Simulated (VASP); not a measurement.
# AlN (P6_3/mmc) in VASP: settings compared

Aim: see how the results for AlN move with the level of theory and the settings. Levels: LDA, PBE-based screened hybrid. Tasks: single point.

All numbers are computed with VASP 6.6.1; they aren't measurements. Logs are shortened: lines on timing, memory, paths and dates and some standing lists are left out, and cuts for length are marked.

## Step 1: The cell of the first run

It takes space group P6_3/mmc (No. 194, hexagonal). Conventional cell: a = 3.312 Å, b = 3.312 Å, c = 4.188 Å, α = 90.00°, β = 90.00°, γ = 120.00°. Within 2.5 Å of Al (site symmetry -6m2) lie 5 N at 1.91 to 2.09 Å. N (site symmetry -6m2) has 5 Al at 1.91 to 2.09 Å within 2.5 Å.

## Step 2: Single point, LDA

Contents of INCAR:

```
SYSTEM = AlN
PREC     = Accurate       ! precision mode
ENCUT    = 520            ! plane-wave cutoff, eV
EDIFF    = 1E-6           ! SCF threshold, eV
ISMEAR   = -1             ! smearing method
SIGMA    = 0.05           ! smearing width, eV
LREAL    = .FALSE.        ! projectors in reciprocal space
LASPH    = .TRUE.         ! aspherical terms in the spheres
NELM     = 80             ! most SCF steps
ALGO     = Normal         ! electronic algorithm
ISIF     = 2              ! what is computed and relaxed
LWAVE    = .FALSE.        ! write WAVECAR
LCHARG   = .FALSE.        ! write CHGCAR
NBANDS   = 16             ! bands
```

Contents of KPOINTS:

```
Automatic mesh
0
G
  9 9 7
  0 0 0
```

Contents of POSCAR:

```
AlN
1.0
    3.3121157418      0.0000000000      0.0000000000
   -1.6560578709      2.8683763727      0.0000000000
    0.0000000000      0.0000000000      4.1875630000
Al N
2 2
Direct
    0.6666666667      0.3333333333      0.2500000000
    0.3333333333      0.6666666667      0.7500000000
    0.6666666667      0.3333333333      0.7500000000
    0.3333333333      0.6666666667      0.2500000000
```

Potentials or basis: VASP PAW LDA potentials, release 64 (Al, N).

Run with:

```
$ cat potpaw_LDA.64/Al/POTCAR potpaw_LDA.64/N/POTCAR > POTCAR
$ mpirun -np 1 vasp_std > vasp.out
```

OUTCAR:

```text
SYSTEM = AlN
   PREC = Accurate
   ENCUT = 520
   EDIFF = 1E-6
   ISMEAR = -1
   LREAL = .FALSE.
   LASPH = .TRUE.
   NELM = 80
   ISIF = 2

 ion  position               nearest neighbor table
   1  0.667  0.333  0.250-   4 1.91   4 1.91   4 1.91   3 2.09   3 2.09   2 2.84   2 2.84   2 2.84
                             2 2.84   2 2.84   2 2.84
   2  0.333  0.667  0.750-   3 1.91   3 1.91   3 1.91   4 2.09   4 2.09   1 2.84   1 2.84   1 2.84
                             1 2.84   1 2.84   1 2.84
   3  0.667  0.333  0.750-   2 1.91   2 1.91   2 1.91   1 2.09   1 2.09
   4  0.333  0.667  0.250-   1 1.91   1 1.91   1 1.91   2 2.09   2 2.09

  LATTYP: Found a hexagonal cell.
 ALAT       =     3.3121157418
 C/A-ratio  =     1.2643166261

  Lattice vectors:

 A1 = (   3.3121157418,   0.0000000000,   0.0000000000)
 A2 = (  -1.6560578709,   2.8683763727,   0.0000000000)
 A3 = (   0.0000000000,   0.0000000000,   4.1875630000)

Analysis of symmetry for initial positions (statically):
=====================================================================
 Subroutine PRICEL returns:
 Original cell was already a primitive cell.

 Routine SETGRP: Setting up the symmetry group for a
 hexagonal supercell.

 Subroutine GETGRP returns: Found 24 space group operations
 (whereof 12 operations were pure point group operations)
 out of a pool of 24 trial point group operations.

The static configuration has the point symmetry D_3d.
 The point group associated with its full space group is D_6h.

Analysis of symmetry for dynamics (positions and initial velocities):
=====================================================================
 Subroutine PRICEL returns:
 Original cell was already a primitive cell.

 Routine SETGRP: Setting up the symmetry group for a
 hexagonal supercell.

 Subroutine GETGRP returns: Found 24 space group operations
 (whereof 12 operations were pure point group operations)
 out of a pool of 24 trial point group operations.

The dynamic configuration has the point symmetry D_3d.
 The point group associated with its full space group is D_6h.

 Subroutine INISYM returns: Found 24 space group operations
 (whereof 12 operations are pure point group operations),
 and found     1 'primitive' translations

----------------------------------------------------------------------------------------

                                     Primitive cell

  volume of cell :      39.7835

  direct lattice vectors                    reciprocal lattice vectors
     3.312115742  0.000000000  0.000000000     0.301921816  0.174314642  0.000000000
    -1.656057871  2.868376373  0.000000000     0.000000000  0.348629284  0.000000000
     0.000000000  0.000000000  4.187563000     0.000000000  0.000000000  0.238802377

  length of vectors
[... 94 lines left out ...]
   POTIM  = 0.5000    time-step for ionic-motion
   TEBEG  =    0.0;   TEEND  =   0.0 temperature during run
   PSTRESS=    0.0 pullay stress
   NELECT =      16.0000    total number of electrons
   NUPDOWN=      -1.0000    fix difference up-down
   EMIN   =  10.00;   EMAX   =-10.00  energy-range for DOS
   EFERMI =   0.00;   METHOD = LEGACY
   ISMEAR =    -1;   SIGMA  =   0.05  broadening in eV -4-tet -1-fermi 0-gaus
   EFERMI_NEDOS =   21; number of points for ismear=-14 and -15
   IALGO  =     38    algorithm
   IMIX   =      4    mixing-type and parameters
     AMIX     =   0.40;   BMIX     =  1.00
     AMIX_MAG =   1.60;   BMIX_MAG =  1.00
  volume/ion in A,a.u.               =       9.95        67.12
  Fermi-wavevector in a.u.,A,eV,Ry     =   1.208409  2.283561 19.867927  1.460251
  Thomas-Fermi vector in A             =   2.344017
   LORBIT       =      0    0 simple, 1 ext, 2 COOP (PROOUT), +10 PAW based schemes
   GGA     = CA    functional components
   LHFCALC =     F    Hartree Fock is set to
   AEXX    =    0.0000 exact exchange contribution
   IVDW    =     0    specifies the selected vdW correction
   LEPSILON=     F    determine dielectric tensor
   LRPA    =     F    only Hartree local field effects (RPA)
 non-spin polarized calculation
  energy-cutoff  :      520.00
  volume of cell :       39.78
 maximum number of plane-waves:      1090
 NGX is ok and might be reduce to    28
   NGX = 13   NGY = 13   NGZ = 15

 number of electron      16.0000001 magnetization

 Free energy of the ion-electron system (eV)
  ---------------------------------------------------
  ext. energy  EPLUGINS =         0.00000000
  ---------------------------------------------------
  free energy    TOTEN  =       -32.44202441 eV

  energy without entropy =      -32.44202441  energy(sigma->0) =      -32.44202441

 E-fermi :   8.5606     XC(G=0): -11.4878

 val. band max:        7.6841617182   @ k =   0.0000   0.0000   0.0000
 cond. band min:      10.9691056272   @ k =   0.0000   0.0000   0.0000
 fundamental gap:      3.2849439090
 Fermi energy:         8.5605628416

 k-point     1 :       0.0000    0.0000    0.0000
  band No.  band energies     occupation
      1      -8.9405      2.00000
      2      -5.2122      2.00000
      3       0.7835      2.00000
      4       4.4122      2.00000
      5       4.4122      2.00000
      6       6.0784      2.00000
[... 433 lines left out ...]
      3       1.0799      2.00000
      4       2.2756      2.00000
      5       2.2756      2.00000
      6       4.7643      2.00000
[... 8 lines left out ...]
     15      18.7165      0.00000
     16      20.4125      0.00000

 [... further k-points ...]

------------------------ aborting loop because EDIFF is reached ----------------------------------------

  FORCE on cell =-STRESS in cart. coord.  units (eV):
  Direction    XX          YY          ZZ          XY          YZ          ZX
  --------------------------------------------------------------------------------------
  -------------------------------------------------------------------------------------
  Total       -2.0044728     -2.0044728     -2.1241805      0.0000000      0.0000000     -0.0000000
  in kB      -80.7249442    -80.7249442    -85.5458609      0.0000000      0.0000000     -0.0000000
  external PRESSURE =     -82.3319165 kB  Pullay stress =       0.0000000 kB

 VOLUME and BASIS-vectors are now :
 -----------------------------------------------------------------------------
  energy-cutoff  :      520.00
  volume of cell :       39.78
      direct lattice vectors                 reciprocal lattice vectors
     3.312115742  0.000000000  0.000000000     0.301921816  0.174314642  0.000000000
    -1.656057871  2.868376373  0.000000000     0.000000000  0.348629284  0.000000000
     0.000000000  0.000000000  4.187563000     0.000000000  0.000000000  0.238802377

 POSITION                                       TOTAL-FORCE (eV/Angst)
 -----------------------------------------------------------------------------------
      1.65606      0.95613      1.04689        -0.000000      0.000000      0.000000
     -0.00000      1.91225      3.14067         0.000000      0.000000      0.000000
      1.65606      0.95613      3.14067        -0.000000      0.000000      0.000000
     -0.00000      1.91225      1.04689         0.000000     -0.000000      0.000000
 -----------------------------------------------------------------------------------
    total drift:                               -0.000000     -0.000000     -0.000000

  FREE ENERGIE OF THE ION-ELECTRON SYSTEM (eV)
  ---------------------------------------------------
  free  energy   TOTEN  =       -32.4420244053 eV

  energy  without entropy=      -32.4420244052  energy(sigma->0) =      -32.44202441
```

stdout:

```text
POSCAR found type information on POSCAR AlN
 POSCAR found :  2 types and       4 ions
 scaLAPACK will be used
 LDA part: xc-table for (Slater(with rela. corr.)+CA(PZ))
 , standard interpolation
 POSCAR, INCAR and KPOINTS ok, starting setup
 FFT: planning ... GRIDC
 FFT: planning ... GRID_SOFT
 FFT: planning ... GRID
 WAVECAR not read
 entering main loop
```

Run time: 26 s. Hardware: 1 thread of Intel Xeon Platinum 8488C (Sapphire Rapids), shared host; peak memory 0.15 GiB.

What came out:

| Quantity | Value |
| --- | --- |
| Free energy | -32.4420 eV |
| Pressure | -8.2 GPa |
| Band gap on the k mesh | 3.28 eV, direct |

Levels at points of the mesh, in eV from the valence-band top:
```tsv
k point	band 6	band 7	band 8	band 9	band 10	band 11
(0.00, 0.00, 0.00)	-1.61	-1.61	0.00	3.28	4.24	8.04
```

A k mesh can miss the band edges. As with any semilocal functional, this LDA gap is likely too small.

## Step 3: Single point, PBE-based screened hybrid

POSCAR is that of step 2.

Contents of INCAR.step1:

```
PREC = Accurate
ENCUT = 520
EDIFF = 1E-5
ISMEAR = -1
SIGMA = 0.05
LREAL = F
LASPH = T
NELM = 100
ALGO = Normal
ISIF = 2
LWAVE = T
LCHARG = F
NBANDS = 16
GGA = PE
```

Contents of INCAR.step2:

```
PREC = Accurate
ENCUT = 520
EDIFF = 1E-6
ISMEAR = -1
SIGMA = 0.05
LREAL = F
LASPH = T
NELM = 100
ALGO = Normal
ISIF = 2
LWAVE = F
LCHARG = F
GGA = PE
LHFCALC = T
AEXX = 0.5
HFSCREEN = 0.2
PRECFOCK = Normal
NBANDS = 16
ISTART = 1
```

Contents of KPOINTS:

```
regular mesh
0
Gamma
  5 5 4
```

Potentials or basis: VASP PAW PBE potentials, release 64 (Al, N).

Run with:

```
$ cat potpaw_PBE.64/Al/POTCAR potpaw_PBE.64/N/POTCAR > POTCAR
$ cp INCAR.step1 INCAR
$ mpirun -np 1 vasp_std > vasp.out
$ cp INCAR.step2 INCAR
$ mpirun -np 1 vasp_std > vasp.out
```

OUTCAR:

```text
PREC = Accurate
   ENCUT = 520
   EDIFF = 1E-6
   ISMEAR = -1
   LREAL = F
   LASPH = T
   NELM = 100
   ISIF = 2
   GGA = PE
   LHFCALC = T
   AEXX = 0.5
   HFSCREEN = 0.2
   PRECFOCK = Normal
   ISTART = 1

 ion  position               nearest neighbor table
   1  0.667  0.333  0.250-   4 1.91   4 1.91   4 1.91   3 2.09   3 2.09   2 2.84   2 2.84   2 2.84
                             2 2.84   2 2.84   2 2.84
   2  0.333  0.667  0.750-   3 1.91   3 1.91   3 1.91   4 2.09   4 2.09   1 2.84   1 2.84   1 2.84
                             1 2.84   1 2.84   1 2.84
   3  0.667  0.333  0.750-   2 1.91   2 1.91   2 1.91   1 2.09   1 2.09
   4  0.333  0.667  0.250-   1 1.91   1 1.91   1 1.91   2 2.09   2 2.09

  LATTYP: Found a hexagonal cell.
 ALAT       =     3.3121157418
 C/A-ratio  =     1.2643166261

  Lattice vectors:

 A1 = (   3.3121157418,   0.0000000000,   0.0000000000)
 A2 = (  -1.6560578709,   2.8683763727,   0.0000000000)
 A3 = (   0.0000000000,   0.0000000000,   4.1875630000)

Analysis of symmetry for initial positions (statically):
=====================================================================
 Subroutine PRICEL returns:
 Original cell was already a primitive cell.

 Routine SETGRP: Setting up the symmetry group for a
 hexagonal supercell.

 Subroutine GETGRP returns: Found 24 space group operations
 (whereof 12 operations were pure point group operations)
 out of a pool of 24 trial point group operations.

The static configuration has the point symmetry D_3d.
 The point group associated with its full space group is D_6h.

Analysis of symmetry for dynamics (positions and initial velocities):
=====================================================================
 Subroutine PRICEL returns:
 Original cell was already a primitive cell.

 Routine SETGRP: Setting up the symmetry group for a
 hexagonal supercell.

[... 125 lines left out ...]
   LHFCALC =     T    Hartree Fock is set to
   PRECFOCK=normal    Normal, Fast or Accurate (Low or Medium for compatibility)
   ENCUT4O =  -1.0   cutoff for four orbital integrals eV
   NKREDX  =     1    reduce k-point grid by
   NKREDY  =     1    reduce k-point grid by
   NKREDZ  =     1    reduce k-point grid by
   AEXX    =    0.5000 exact exchange contribution
   HFSCREEN=    0.2000 screening length (either q_TF or 0.3 A-1)
   HFSCREENC=   0.2000 screening length for correlation (either q_TF or 0.3 A-1)
   ENCUTFOCK=  -1.0 apply spherical cutoff to Coloumb kernel
   IVDW    =     0    specifies the selected vdW correction
   LEPSILON=     F    determine dielectric tensor
   LRPA    =     F    only Hartree local field effects (RPA)
 non-spin polarized calculation
  energy-cutoff  :      520.00
  volume of cell :       39.78
 maximum number of plane-waves:      1082
 NGX is ok and might be reduce to    28
  NGX = 20; NGY = 20; NGZ = 24

 number of electron      15.9999999 magnetization

 Free energy of the ion-electron system (eV)
  ---------------------------------------------------
  ext. energy  EPLUGINS =         0.00000000
  ---------------------------------------------------
  free energy    TOTEN  =       -39.90514083 eV

  energy without entropy =      -39.90514083  energy(sigma->0) =      -39.90514083

 E-fermi :   7.2934     XC(G=0):  -7.1975

 val. band max:        6.2260345074   @ k =   0.0000   0.0000   0.0000
 cond. band min:      12.1102915907   @ k =   0.0000   0.0000   0.0000
 fundamental gap:      5.8842570833
 Fermi energy:         7.2934348981

 k-point     1 :       0.0000    0.0000    0.0000
  band No.  band energies     occupation
      1     -13.7866      2.00000
      2      -9.6901      2.00000
      3      -1.7895      2.00000
      4       2.4390      2.00000
      5       2.4390      2.00000
      6       4.4048      2.00000
[... 262 lines left out ...]
      3      -1.9298      2.00000
      4      -1.9298      2.00000
      5       0.9696      2.00000
      6       0.9696      2.00000
[... 8 lines left out ...]
     15      22.4379      0.00000
     16      22.4379      0.00000

------------------------ aborting loop because EDIFF is reached ----------------------------------------

  FORCE on cell =-STRESS in cart. coord.  units (eV):
  Direction    XX          YY          ZZ          XY          YZ          ZX
  --------------------------------------------------------------------------------------
  -------------------------------------------------------------------------------------
  Total       -2.9590811     -2.9590811     -2.6571583      0.0000000      0.0000000      0.0000000
  in kB     -119.1693189   -119.1693189   -107.0101614      0.0000000      0.0000000      0.0000000
  external PRESSURE =    -115.1162664 kB  Pullay stress =       0.0000000 kB

 VOLUME and BASIS-vectors are now :
 -----------------------------------------------------------------------------
  energy-cutoff  :      520.00
  volume of cell :       39.78
      direct lattice vectors                 reciprocal lattice vectors
     3.312115742  0.000000000  0.000000000     0.301921816  0.174314642  0.000000000
    -1.656057871  2.868376373  0.000000000     0.000000000  0.348629284  0.000000000
     0.000000000  0.000000000  4.187563000     0.000000000  0.000000000  0.238802377

 POSITION                                       TOTAL-FORCE (eV/Angst)
 -----------------------------------------------------------------------------------
      1.65606      0.95613      1.04689         0.000000      0.000000      0.000000
     -0.00000      1.91225      3.14067         0.000000      0.000000      0.000000
      1.65606      0.95613      3.14067        -0.000000      0.000000     -0.000000
     -0.00000      1.91225      1.04689         0.000000      0.000000      0.000000
 -----------------------------------------------------------------------------------
    total drift:                                0.000000      0.000000      0.000000

  FREE ENERGIE OF THE ION-ELECTRON SYSTEM (eV)
  ---------------------------------------------------
  free  energy   TOTEN  =       -39.9051408302 eV

  energy  without entropy=      -39.9051408302  energy(sigma->0) =      -39.90514083
```

Run time: 12 min. Hardware: 1 thread of Intel Xeon Platinum 8559C (Emerald Rapids), shared host; peak memory 0.25 GiB.

What came out:

- Free energy: -39.9051 eV
- Pressure: -11.5 GPa
- Band gap on the k mesh: 5.88 eV, direct

Levels at points of the mesh, in eV from the valence-band top:
```tsv
k point	band 6	band 7	band 8	band 9	band 10	band 11
(0.00, 0.00, 0.00)	-1.82	-1.82	0.00	5.88	7.09	11.28
(0.00, 0.00, 0.50)	-2.86	-2.86	-2.86	8.47	8.47	11.43
```

Caveat: the k points lie up to 0.44 Å⁻¹ apart; the PAW data sets were made with another functional, which shifts forces and pressure a little.
